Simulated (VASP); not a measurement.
# Bi2Te3 (P1) in VASP: single point with PBEsol

Aim: the single point of Bi2Te3 with PBEsol.

Program: VASP 6.6.1. These are calculated values, not measurements. Logs are shortened: lines on timing, memory, paths and dates and some standing lists are left out, and cuts for length are marked.

### Step 1. The cell of the first run

The typed cell holds 5 atoms: a = 10.073 Å, b = 10.003 Å, c = 10.120 Å, α = 25.67°, β = 25.22°, γ = 25.66°.

### Step 2. Single point, PBEsol

INCAR reads:

```
SYSTEM = Bi2Te3
PREC = Accurate
ENCUT = 520
EDIFF = 1E-7
ISMEAR = 0
SIGMA = 0.1
LREAL = .False.
LASPH = .True.
NELM = 60
ALGO = Normal
ISIF = 2
LWAVE = .False.
LCHARG = .True.
GGA = PS
LELF = .True.
LVHAR = .True.
NBANDS = 32
```

KPOINTS reads:

```
Automatic mesh
0
Gamma
  6 6 6
  0 0 0
```

POSCAR reads:

```
Bi2Te3
1.0
    2.3086414384      1.1493621464      9.7369475067
   -2.1494152868      1.1856302726      9.6969445837
    0.1110221945     -2.6715413054      9.7600887601
Bi Te
2 3
Direct
    0.8289286942      0.7994239825      0.8086857029
    0.4053186939      0.3978121011      0.4082644180
    0.5964299767      0.6277468824      0.6142450494
    0.1903375333      0.2057833788      0.2060576523
   -0.0273130580      0.0165551745      0.0093913521
```

Potentials or basis: VASP PAW PBE potentials, release 64 (Bi_d, Te).

The run is started by

```sh
cat potpaw_PBE.64/Bi_d/POTCAR potpaw_PBE.64/Te/POTCAR > POTCAR
mpirun -np 1 vasp_std > vasp.out
```

OUTCAR:

```text
SYSTEM = Bi2Te3
   PREC = Accurate
   ENCUT = 520
   EDIFF = 1E-7
   ISMEAR = 0
   LREAL = .False.
   LASPH = .True.
   NELM = 60
   ISIF = 2
   GGA = PS

 ion  position               nearest neighbor table
   1  0.829  0.799  0.809-   4 2.96   4 3.03   4 3.10   2 3.32   2 3.36   2 3.46
   2  0.405  0.398  0.408-   5 3.20   5 3.27   1 3.32   1 3.36   5 3.43   1 3.46
   3  0.596  0.628  0.614-   5 2.94   5 3.02   5 3.05   4 3.41   4 3.44   4 3.48
   4  0.190  0.206  0.206-   1 2.96   1 3.03   1 3.10   3 3.41   3 3.44   3 3.48
   5  0.973  0.017  0.009-   3 2.94   3 3.02   3 3.05   2 3.20   2 3.27   2 3.43

  LATTYP: Found a triclinic cell.
 ALAT       =     4.4078757976
 B/A-ratio  =     1.0114585625
 C/A-ratio  =     2.4711826251
 COS(alpha) =     0.0086545901
 COS(beta)  =     0.3959624771
 COS(gamma) =     0.4914312892

  Lattice vectors:

 A1 = (  -2.1976192439,  -3.8209034518,   0.0231412534)
 A2 = (  -4.4580567252,   0.0362681262,  -0.0400029230)
 A3 = (  -0.0482039571,  -5.0065337244,  -9.6738033303)

Analysis of symmetry for initial positions (statically):
=====================================================================
 Subroutine PRICEL returns:
 Original cell was already a primitive cell.

 Routine SETGRP: Setting up the symmetry group for a
 triclinic supercell.

 Subroutine GETGRP returns: Found  1 space group operations
 (whereof  1 operations were pure point group operations)
 out of a pool of  2 trial point group operations.

The static configuration has the point symmetry C_1 .

Analysis of symmetry for dynamics (positions and initial velocities):
=====================================================================
 Subroutine PRICEL returns:
 Original cell was already a primitive cell.

 Routine SETGRP: Setting up the symmetry group for a
 triclinic supercell.

 Subroutine GETGRP returns: Found  1 space group operations
 (whereof  1 operations were pure point group operations)
 out of a pool of  2 trial point group operations.

The dynamic configuration has the point symmetry C_1 .

 Subroutine INISYM returns: Found  1 space group operations
 (whereof  1 operations are pure point group operations),
 and found     1 'primitive' translations

----------------------------------------------------------------------------------------

                                     Primitive cell

  volume of cell :     166.5020

  direct lattice vectors                    reciprocal lattice vectors
     2.308641438  1.149362146  9.736947507     0.225088240  0.132461223  0.033697013
    -2.149415287  1.185630273  9.696944584    -0.223604110  0.128836450  0.037808766
     0.111022195 -2.671541305  9.760088760    -0.002397080 -0.260150082  0.031276810

  length of vectors
    10.072686106 10.002821576 10.119722895     0.263336629  0.260820113  0.262034444

  position of ions in fractional coordinates (direct lattice)
     0.828928694  0.799423983  0.808685703
     0.405318694  0.397812101  0.408264418
     0.596429977  0.627746882  0.614245049
     0.190337533  0.205783379  0.206057652
     0.972686942  0.016555174  0.009391352

  ion indices of the primitive-cell ions
   primitive index   ion index
                 1           1
                 2           2
                 3           3
                 4           4
                 5           5

----------------------------------------------------------------------------------------

 KPOINTS: Automatic mesh

Automatic generation of k-mesh.
 Grid dimensions read from file:
 generate k-points for:    6    6    6

 Generating k-lattice:

  Cartesian coordinates                     Fractional coordinates (reciprocal lattice)
     0.037514707  0.022076870  0.005616169     0.166666667  0.000000000 -0.000000000
    -0.037267352  0.021472742  0.006301461     0.000000000  0.166666667  0.000000000
    -0.000399513 -0.043358347  0.005212802     0.000000000  0.000000000  0.166666667

  Length of vectors
     0.043889438  0.043470019  0.043672407

  Shift w.r.t. Gamma in fractional coordinates (k-lattice)
     0.000000000  0.000000000  0.000000000

 Subroutine IBZKPT returns following result:
 ===========================================

 Found    112 irreducible k-points:

 Following reciprocal coordinates:
            Coordinates               Weight
  0.000000  0.000000  0.000000      1.000000
  0.166667  0.000000 -0.000000      2.000000
  0.333333  0.000000 -0.000000      2.000000
  0.500000  0.000000 -0.000000      1.000000
 -0.000000  0.166667 -0.000000      2.000000
  0.166667  0.166667 -0.000000      2.000000
[... 16 lines left out ...]
  0.333333  0.000000  0.166667      2.000000
  0.500000  0.000000  0.166667      2.000000
 [... further k-points ...]
   k-points           NKPTS =    112   k-points in BZ     NKDIM =    112   number of bands    NBANDS=     32
   number of dos      NEDOS =    301   number of ions     NIONS =      5
   total plane-waves  NPLWV = 512000
   dimension x,y,z NGX =    80 NGY =   80 NGZ =   80
   dimension x,y,z NGXF=   160 NGYF=  160 NGZF=  160
   ions per type =               2   3
   NGX,Y,Z   is equivalent  to a cutoff of  13.20, 13.30, 13.14 a.u.
   NGXF,Y,Z  is equivalent  to a cutoff of  26.41, 26.59, 26.28 a.u.
 SYSTEM =  Bi2Te3
   PREC   = accura    normal or accurate (medium, high low for compatibility)
   ISTART =      0    job   : 0-new  1-cont  2-samecut
   ICHARG =      2    charge: 1-file 2-atom 10-const
   ISPIN  =      1    spin polarized calculation?
   LNONCOLLINEAR =      F non collinear calculations
   LSORBIT =      F    spin-orbit coupling
   LASPH  =      T    aspherical Exc in radial PAW
   ENCUT  =  520.0 eV  38.22 Ry    6.18 a.u.  18.73 18.60 18.82*2*pi/ulx,y,z
   NELM   =     60;   NELMIN=  2; NELMDL= -5     # of ELM steps
   EDIFF  = 0.1E-06   stopping-criterion for ELM
   LREAL  =      F    real-space projection
   EDIFFG = 0.1E-05   stopping-criterion for IOM
   NSW    =      0    number of steps for IOM
   IBRION =     -1    ionic relax: 0-MD 1-quasi-New 2-CG
   NFREE  =      0    steps in history (QN), initial steepest desc. (CG)
   ISIF   =      2    stress and relaxation
   ISYM   =      2    0-nonsym 1-usesym 2-fastsym
   POTIM  = 0.5000    time-step for ionic-motion
   TEBEG  =    0.0;   TEEND  =   0.0 temperature during run
   PSTRESS=    0.0 pullay stress
   NELECT =      48.0000    total number of electrons
   NUPDOWN=      -1.0000    fix difference up-down
   EMIN   =  10.00;   EMAX   =-10.00  energy-range for DOS
   EFERMI =   0.00;   METHOD = LEGACY
   ISMEAR =     0;   SIGMA  =   0.10  broadening in eV -4-tet -1-fermi 0-gaus
   EFERMI_NEDOS =   21; number of points for ismear=-14 and -15
   IALGO  =     38    algorithm
   IMIX   =      4    mixing-type and parameters
     AMIX     =   0.40;   BMIX     =  1.00
     AMIX_MAG =   1.60;   BMIX_MAG =  1.00
  volume/ion in A,a.u.               =      33.30       224.72
  Fermi-wavevector in a.u.,A,eV,Ry     =   1.081472  2.043686 15.913135  1.169582
  Thomas-Fermi vector in A             =   2.217490
   LORBIT       =      0    0 simple, 1 ext, 2 COOP (PROOUT), +10 PAW based schemes
   GGA     = PS    functional components
   LHFCALC =     F    Hartree Fock is set to
   AEXX    =    0.0000 exact exchange contribution
   IVDW    =     0    specifies the selected vdW correction
   LEPSILON=     F    determine dielectric tensor
   LRPA    =     F    only Hartree local field effects (RPA)
 non-spin polarized calculation
 Gauss-broadening in eV      SIGMA  =   0.10
  energy-cutoff  :      520.00
  volume of cell :      166.50
 maximum number of plane-waves:      4510
 NGX is ok and might be reduce to    80
   NGX = 37   NGY = 37   NGZ = 37

 number of electron      47.9999998 magnetization

 Free energy of the ion-electron system (eV)
  ---------------------------------------------------
  ext. energy  EPLUGINS =         0.00000000
  ---------------------------------------------------
  free energy    TOTEN  =       -18.81975650 eV

  energy without entropy =      -18.80835248  energy(sigma->0) =      -18.81405449

 E-fermi :   6.3490     XC(G=0):  -9.5953

 val. band max:        6.3484771403   @ k =   0.0000   0.5000   0.3333
 cond. band min:       6.3740392557   @ k =   0.5000   0.3333   0.3333
 fundamental gap:      0.0255621154
 Fermi energy:         6.3490302396

 k-point     1 :       0.0000    0.0000    0.0000
  band No.  band energies     occupation
      1     -16.6247      2.00000
      2     -16.6183      2.00000
      3     -16.5910      2.00000
      4     -16.5896      2.00000
      5     -16.5837      2.00000
      6     -16.0517      2.00000
[... 24 lines left out ...]
     31      11.0324      0.00000
     32      11.2860      0.00000

 k-point     2 :       0.1667    0.0000   -0.0000
  band No.  band energies     occupation
      1     -16.6232      2.00000
      2     -16.6181      2.00000
      3     -16.5905      2.00000
      4     -16.5899      2.00000
      5     -16.5812      2.00000
      6     -16.0557      2.00000
[... 24 lines left out ...]
     31      10.2604      0.00000
     32      11.1507      0.00000

 k-point     3 :       0.3333    0.0000   -0.0000
  band No.  band energies     occupation
      1     -16.6225      2.00000
      2     -16.6164      2.00000
      3     -16.5919      2.00000
      4     -16.5869      2.00000
      5     -16.5761      2.00000
      6     -16.0640      2.00000
[... 24 lines left out ...]
     31      10.5553      0.00000
     32      11.2850      0.00000

 k-point     4 :       0.5000    0.0000   -0.0000
  band No.  band energies     occupation
      1     -16.6228      2.00000
      2     -16.6154      2.00000
      3     -16.5927      2.00000
      4     -16.5850      2.00000
      5     -16.5735      2.00000
      6     -16.0684      2.00000
[... 654 lines left out ...]
     31      10.3137      0.00000
     32      11.1665      0.00000

 k-point    23 :       0.3333    0.0000    0.1667
  band No.  band energies     occupation
      1     -16.6228      2.00000
      2     -16.6163      2.00000
      3     -16.5910      2.00000
      4     -16.5889      2.00000
      5     -16.5782      2.00000
      6     -16.0596      2.00000
[... 24 lines left out ...]
     31      10.6163      0.00000
     32      10.8280      0.00000

 k-point    24 :       0.5000    0.0000    0.1667
  band No.  band energies     occupation
      1     -16.6239      2.00000
      2     -16.6134      2.00000
      3     -16.5915      2.00000
      4     -16.5867      2.00000
      5     -16.5747      2.00000
      6     -16.0653      2.00000
[... 24 lines left out ...]
     31      10.5461      0.00000
     32      10.9567      0.00000

 [... further k-points ...]

------------------------ aborting loop because EDIFF is reached ----------------------------------------

  FORCE on cell =-STRESS in cart. coord.  units (eV):
  Direction    XX          YY          ZZ          XY          YZ          ZX
  --------------------------------------------------------------------------------------
  -------------------------------------------------------------------------------------
  Total       -0.4538956      1.1754728     -0.5574196      0.3551280      1.0512393     -0.7774101
  in kB       -4.3676419     11.3110696     -5.3638090      3.4172444     10.1156240     -7.4806833
  external PRESSURE =       0.5265395 kB  Pullay stress =       0.0000000 kB

 VOLUME and BASIS-vectors are now :
 -----------------------------------------------------------------------------
  energy-cutoff  :      520.00
  volume of cell :      166.50
      direct lattice vectors                 reciprocal lattice vectors
     2.308641438  1.149362146  9.736947507     0.225088240  0.132461223  0.033697013
    -2.149415287  1.185630273  9.696944584    -0.223604110  0.128836450  0.037808766
     0.111022195 -2.671541305  9.760088760    -0.002397080 -0.260150082  0.031276810

 POSITION                                       TOTAL-FORCE (eV/Angst)
 -----------------------------------------------------------------------------------
      0.28519     -0.25988     23.71605        -0.185356     -0.285943     -0.849370
      0.12600     -0.15318     11.78883        -0.156311     -0.022376     -0.452905
      0.09585     -0.21119     17.88972         0.028072     -0.154546     -0.909966
      0.01998     -0.08774      5.85992         0.108786      0.322342      0.906948
      2.21104      1.11251      9.72320         0.204808      0.140522      1.305293
 -----------------------------------------------------------------------------------
    total drift:                               -0.000218     -0.000283     -0.000843

  FREE ENERGIE OF THE ION-ELECTRON SYSTEM (eV)
  ---------------------------------------------------
  free  energy   TOTEN  =       -18.8197565006 eV

  energy  without entropy=      -18.8083524825  energy(sigma->0) =      -18.81405449
```

Run time: 37 min. Hardware: 1 thread of Intel Xeon Platinum 8488C (Sapphire Rapids), shared host; peak memory 1.2 GiB.

Results:

* Free energy: -18.8198 eV
* Pressure: 0.1 GPa
* Largest force: 1.329 eV/Å
* Band gap on the k mesh: zero (bands 24 and 25 overlap by 0.22 eV)

Forces on the atoms (eV/Å):
```
Bi  -0.185 -0.286 -0.849
Bi  -0.156 -0.022 -0.453
Te   0.028 -0.155 -0.910
Te   0.109  0.322  0.907
Te   0.205  0.141  1.305
```

Caveat: the PAW data sets were made with another functional, which shifts forces and pressure a little; spin-orbit coupling is left out, which moves the levels of the heavy elements.
